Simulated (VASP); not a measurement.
# Mo3CS6O in VASP: single point with PBE+D3(BJ)

Aim: the single point of Mo3CS6O with PBE+D3(BJ).

Program: VASP 6.6.1. These are calculated values, not measurements. Logs are shortened: lines on timing, memory, paths and dates and some standing lists are left out, and cuts for length are marked.

## (1) The cell of the first run

The cell holds a slab with vacuum, 11 atoms: a = 3.149 Å, b = 3.149 Å, c = 35.372 Å, α = 90.00°, β = 90.00°, γ = 120.00°.

## (2) Single point, PBE+D3(BJ)

INCAR reads:

```
PREC = Accurate ; ENCUT = 520
EDIFF = 1E-7 ; ISMEAR = 0
SIGMA = 0.05 ; LREAL = F
LASPH = T ; NELM = 60
ALGO = Normal ; ISIF = 2
LWAVE = F ; LCHARG = F
LDIPOL = T ; IDIPOL = 3
DIPOL = 0.5 0.5 0.517 ; GGA = PE
IVDW = 12 ; NBANDS = 55
```

KPOINTS reads:

```
regular mesh
0
Gamma
  9 9 1
```

POSCAR reads:

```
Mo3CS6O
1.0
    3.1493511224      0.0000000000      0.0000000000
   -1.5746755612      2.7274180774      0.0000000000
    0.0000000000      0.0000000000     35.3724872127
S Mo C O
6 3 1 1
Direct
    0.6666666667      0.3333333333      0.2402997547
    0.6666666667      0.3333333333      0.3288356075
    0.3333333333      0.6666666667      0.4112059426
    0.3333333333      0.6666666667      0.4997467791
    0.6666666667      0.3333333333      0.5824569063
    0.6666666667      0.3333333333      0.6710496856
    0.3333333333      0.6666666667      0.2845676811
    0.6666666667      0.3333333333      0.4554776675
    0.3333333333      0.6666666667      0.6267356575
    0.6666666667      0.3333333333      0.7754565855
    0.6666666667      0.3333333333      0.8075564313
```

Potentials or basis: VASP PAW PBE potentials, release 64 (S, Mo_sv, C, O).

Started as:

```sh
> cat potpaw_PBE.64/S/POTCAR potpaw_PBE.64/Mo_sv/POTCAR potpaw_PBE.64/C/POTCAR potpaw_PBE.64/O/POTCAR > POTCAR
> mpirun -np 1 vasp_std > vasp.out
```

OUTCAR:

```text
PREC = Accurate
   ENCUT = 520
   EDIFF = 1E-7
   ISMEAR = 0
   LREAL = F
   LASPH = T
   NELM = 60
   ISIF = 2
   GGA = PE
   IVDW = 12
 IVDW          = 12

 ion  position               nearest neighbor table
   1  0.667  0.333  0.240-   7 2.40   7 2.40   7 2.40
   2  0.667  0.333  0.329-   7 2.40   7 2.40   7 2.40
   3  0.333  0.667  0.411-   8 2.40   8 2.40   8 2.40
   4  0.333  0.667  0.500-   8 2.40   8 2.40   8 2.40
   5  0.667  0.333  0.582-   9 2.40   9 2.40   9 2.40
   6  0.667  0.333  0.671-   9 2.40   9 2.40   9 2.40
   7  0.333  0.667  0.285-   2 2.40   1 2.40   2 2.40   1 2.40   2 2.40   1 2.40
   8  0.667  0.333  0.455-   4 2.40   4 2.40   4 2.40   3 2.40   3 2.40   3 2.40
   9  0.333  0.667  0.627-   5 2.40   5 2.40   5 2.40   6 2.40   6 2.40   6 2.40
  10  0.667  0.333  0.775-  11 1.14
  11  0.667  0.333  0.808-  10 1.14

  LATTYP: Found a hexagonal cell.
 ALAT       =     3.1493511224
 C/A-ratio  =    11.2316746650

  Lattice vectors:

 A1 = (   3.1493511224,   0.0000000000,   0.0000000000)
 A2 = (  -1.5746755612,   2.7274180774,   0.0000000000)
 A3 = (   0.0000000000,   0.0000000000,  35.3724872127)

Analysis of symmetry for initial positions (statically):
=====================================================================
 Subroutine PRICEL returns:
 Original cell was already a primitive cell.

 Routine SETGRP: Setting up the symmetry group for a
 hexagonal supercell.

 Subroutine GETGRP returns: Found  6 space group operations
 (whereof  6 operations were pure point group operations)
 out of a pool of 24 trial point group operations.

The static configuration has the point symmetry C_3v.

Analysis of symmetry for dynamics (positions and initial velocities):
=====================================================================
 Subroutine PRICEL returns:
 Original cell was already a primitive cell.

 Routine SETGRP: Setting up the symmetry group for a
 hexagonal supercell.

 Subroutine GETGRP returns: Found  6 space group operations
 (whereof  6 operations were pure point group operations)
 out of a pool of 24 trial point group operations.

The dynamic configuration has the point symmetry C_3v.

 Subroutine INISYM returns: Found  6 space group operations
 (whereof  6 operations are pure point group operations),
 and found     1 'primitive' translations

----------------------------------------------------------------------------------------

                                     Primitive cell

  volume of cell :     303.8354

  direct lattice vectors                    reciprocal lattice vectors
     3.149351122  0.000000000  0.000000000     0.317525726  0.183323563  0.000000000
    -1.574675561  2.727418077  0.000000000     0.000000000  0.366647126  0.000000000
     0.000000000  0.000000000 35.372487213     0.000000000  0.000000000  0.028270559

  length of vectors
     3.149351122  3.149351122 35.372487213     0.366647126  0.366647126  0.028270559

  position of ions in fractional coordinates (direct lattice)
     0.666666667  0.333333333  0.240299755
     0.666666667  0.333333333  0.328835607
     0.333333333  0.666666667  0.411205943
     0.333333333  0.666666667  0.499746779
     0.666666667  0.333333333  0.582456906
     0.666666667  0.333333333  0.671049686
     0.333333333  0.666666667  0.284567681
     0.666666667  0.333333333  0.455477667
     0.333333333  0.666666667  0.626735657
     0.666666667  0.333333333  0.775456586
     0.666666667  0.333333333  0.807556431

  ion indices of the primitive-cell ions
   primitive index   ion index
                 1           1
                 2           2
                 3           3
                 4           4
                 5           5
                 6           6
                 7           7
                 8           8
                 9           9
                10          10
                11          11

----------------------------------------------------------------------------------------

 KPOINTS: regular mesh

Automatic generation of k-mesh.
 Grid dimensions read from file:
 generate k-points for:    9    9    1

 Generating k-lattice:

  Cartesian coordinates                     Fractional coordinates (reciprocal lattice)
     0.035280636  0.020369285  0.000000000     0.111111111  0.000000000  0.000000000
     0.000000000  0.040738570  0.000000000     0.000000000  0.111111111  0.000000000
     0.000000000  0.000000000  0.028270559     0.000000000  0.000000000  1.000000000

  Length of vectors
     0.040738570  0.040738570  0.028270559

  Shift w.r.t. Gamma in fractional coordinates (k-lattice)
     0.000000000  0.000000000  0.000000000

 Subroutine IBZKPT returns following result:
 ===========================================

 Found     12 irreducible k-points:

 Following reciprocal coordinates:
            Coordinates               Weight
  0.000000  0.000000  0.000000      1.000000
  0.111111 -0.000000  0.000000      6.000000
  0.222222 -0.000000  0.000000      6.000000
  0.333333 -0.000000  0.000000      6.000000
  0.444444 -0.000000  0.000000      6.000000
  0.111111  0.111111  0.000000      6.000000
  0.222222  0.111111  0.000000     12.000000
  0.333333  0.111111  0.000000     12.000000
  0.444444  0.111111  0.000000      6.000000
  0.222222  0.222222  0.000000      6.000000
  0.333333  0.222222  0.000000     12.000000
  0.333333  0.333333  0.000000      2.000000
   k-points           NKPTS =     12   k-points in BZ     NKDIM =     12   number of bands    NBANDS=     55
   number of dos      NEDOS =    301   number of ions     NIONS =     11
   total plane-waves  NPLWV = 155520
   dimension x,y,z NGX =    24 NGY =   24 NGZ =  270
   dimension x,y,z NGXF=    48 NGYF=   48 NGZF=  540
   ions per type =               6   3   1   1
   NGX,Y,Z   is equivalent  to a cutoff of  12.67, 12.67, 12.69 a.u.
   NGXF,Y,Z  is equivalent  to a cutoff of  25.34, 25.34, 25.38 a.u.
 SYSTEM =  unknown system
   PREC   = accura    normal or accurate (medium, high low for compatibility)
   ISTART =      0    job   : 0-new  1-cont  2-samecut
   ICHARG =      2    charge: 1-file 2-atom 10-const
   ISPIN  =      1    spin polarized calculation?
   LNONCOLLINEAR =      F non collinear calculations
   LSORBIT =      F    spin-orbit coupling
   LASPH  =      T    aspherical Exc in radial PAW
   ENCUT  =  520.0 eV  38.22 Ry    6.18 a.u.   5.86  5.86 65.77*2*pi/ulx,y,z
   NELM   =     60;   NELMIN=  2; NELMDL= -5     # of ELM steps
   EDIFF  = 0.1E-06   stopping-criterion for ELM
   LREAL  =      F    real-space projection
   EDIFFG = 0.1E-05   stopping-criterion for IOM
   NSW    =      0    number of steps for IOM
   IBRION =     -1    ionic relax: 0-MD 1-quasi-New 2-CG
   NFREE  =      0    steps in history (QN), initial steepest desc. (CG)
   ISIF   =      2    stress and relaxation
   ISYM   =      2    0-nonsym 1-usesym 2-fastsym
   POTIM  = 0.5000    time-step for ionic-motion
   TEBEG  =    0.0;   TEEND  =   0.0 temperature during run
   PSTRESS=    0.0 pullay stress
   NELECT =      88.0000    total number of electrons
   NUPDOWN=      -1.0000    fix difference up-down
   EMIN   =  10.00;   EMAX   =-10.00  energy-range for DOS
   EFERMI =   0.00;   METHOD = LEGACY
   ISMEAR =     0;   SIGMA  =   0.05  broadening in eV -4-tet -1-fermi 0-gaus
   EFERMI_NEDOS =   21; number of points for ismear=-14 and -15
   IALGO  =     38    algorithm
   IMIX   =      4    mixing-type and parameters
     AMIX     =   0.40;   BMIX     =  1.00
     AMIX_MAG =   1.60;   BMIX_MAG =  1.00
  volume/ion in A,a.u.               =      27.62       186.40
  Fermi-wavevector in a.u.,A,eV,Ry     =   1.083152  2.046861 15.962617  1.173219
  Thomas-Fermi vector in A             =   2.219211
   LORBIT       =      0    0 simple, 1 ext, 2 COOP (PROOUT), +10 PAW based schemes
   GGA     = PE    functional components
   LHFCALC =     F    Hartree Fock is set to
   AEXX    =    0.0000 exact exchange contribution
   IVDW    =    12    specifies the selected vdW correction
   LEPSILON=     F    determine dielectric tensor
   LRPA    =     F    only Hartree local field effects (RPA)
 non-spin polarized calculation
 Gauss-broadening in eV      SIGMA  =   0.05
  energy-cutoff  :      520.00
  volume of cell :      303.84
 maximum number of plane-waves:      8220
 NGX is ok and might be reduce to    24
   NGX = 11   NGY = 11   NGZ =131

 dipolmoment           0.000000      0.000000      0.014519 electrons x Angstroem

 number of electron      87.9999992 magnetization

 dipolmoment           0.000000      0.000000     -0.030037 electrons x Angstroem

 Free energy of the ion-electron system (eV)
  ---------------------------------------------------
  ext. energy  EPLUGINS =         0.00000000
  ---------------------------------------------------
  free energy    TOTEN  =       -80.01946420 eV

  energy without entropy =      -80.01946420  energy(sigma->0) =      -80.01946420

 E-fermi :   2.5890     XC(G=0):  -6.8193

 val. band max:        2.1864636557   @ k =   0.0000   0.0000   0.0000
 cond. band min:       3.0710700190   @ k =   0.4444  -0.0000   0.0000
 fundamental gap:      0.8846063632
 Fermi energy:         2.5889760153

 k-point     1 :       0.0000    0.0000    0.0000
  band No.  band energies     occupation
      1     -59.2474      2.00000
      2     -59.2457      2.00000
      3     -59.2451      2.00000
      4     -33.4111      2.00000
      5     -33.4099      2.00000
      6     -33.4090      2.00000
[... 47 lines left out ...]
     54       4.6595      0.00000
[... 637 lines left out ...]
     54       5.1770      0.00000
     55       5.2048      0.00000

------------------------ aborting loop because EDIFF is reached ----------------------------------------

 vacuum level on the upper side and lower side of the slab       (xc-potential included)        -0.548         0.058

 Edisp (eV)   -3.76746

 E8    (eV) :    -1.5265

  FORCE on cell =-STRESS in cart. coord.  units (eV):
  Direction    XX          YY          ZZ          XY          YZ          ZX
  --------------------------------------------------------------------------------------
  -------------------------------------------------------------------------------------
  Total       0.60387     0.60387     0.94975     0.00000     0.00000     0.00000
  in kB       3.18430     3.18430     5.00821     0.00000     0.00000     0.00000
  external pressure =        3.79 kB  Pullay stress =        0.00 kB

 VOLUME and BASIS-vectors are now :
 -----------------------------------------------------------------------------
  energy-cutoff  :      520.00
  volume of cell :      303.84
      direct lattice vectors                 reciprocal lattice vectors
     3.149351122  0.000000000  0.000000000     0.317525726  0.183323563  0.000000000
    -1.574675561  2.727418077  0.000000000     0.000000000  0.366647126  0.000000000
     0.000000000  0.000000000 35.372487213     0.000000000  0.000000000  0.028270559

 POSITION                                       TOTAL-FORCE (eV/Angst)
 -----------------------------------------------------------------------------------
      1.57468      0.90914      8.50000         0.000000     -0.000000     -0.032003
      1.57468      0.90914     11.63173         0.000000      0.000000      0.003282
     -0.00000      1.81828     14.54538         0.000000     -0.000000      0.017074
     -0.00000      1.81828     17.67729         0.000000     -0.000000     -0.009309
      1.57468      0.90914     20.60295        -0.000000     -0.000000      0.003117
      1.57468      0.90914     23.73670         0.000000     -0.000000     -0.006718
     -0.00000      1.81828     10.06587        -0.000000     -0.000000      0.023330
      1.57468      0.90914     16.11138         0.000000     -0.000000      0.000477
     -0.00000      1.81828     22.16920         0.000000      0.000000      0.001687
      1.57468      0.90914     27.42983        -0.000000      0.000000     -0.933925
      1.57468      0.90914     28.56528         0.000000     -0.000000      0.932987
 -----------------------------------------------------------------------------------
    total drift:                               -0.000000      0.000000     -0.001159

  FREE ENERGIE OF THE ION-ELECTRON SYSTEM (eV)
  ---------------------------------------------------
  free  energy   TOTEN  =       -83.7869215631 eV

  energy  without entropy=      -83.7869215631  energy(sigma->0) =      -83.78692156

 vacuum level on the upper side and lower side of the slab         6.619         7.237
```

It took 12 min on 1 thread of Intel Xeon 8259CL, shared host; peak memory 0.52 GiB.

Results:

* Free energy: -83.7869 eV
* Largest force: 0.934 eV/Å
* Band gap on the k mesh: 0.88 eV (least direct gap 1.73 eV)
* Dispersion energy per atom: -0.342 eV

Forces in eV/Å, atoms in the order of the input:
```
S    0.000  0.000 -0.032
S    0.000  0.000  0.003
S    0.000  0.000  0.017
S    0.000  0.000 -0.009
S    0.000  0.000  0.003
S    0.000  0.000 -0.007
Mo   0.000  0.000  0.023
Mo   0.000  0.000  0.000
Mo   0.000  0.000  0.002
C    0.000  0.000 -0.934
O    0.000  0.000  0.933
```

Levels at points of the mesh, in eV from the valence-band top:
```
           k point  band 40  band 41  band 42  band 43  band 44  band 45  band 46  band 47  band 48  band 49
(0.00, 0.00, 0.00)    -2.04    -1.64    -0.95    -0.33     0.00     2.20     2.20     2.22     2.22     2.24
```
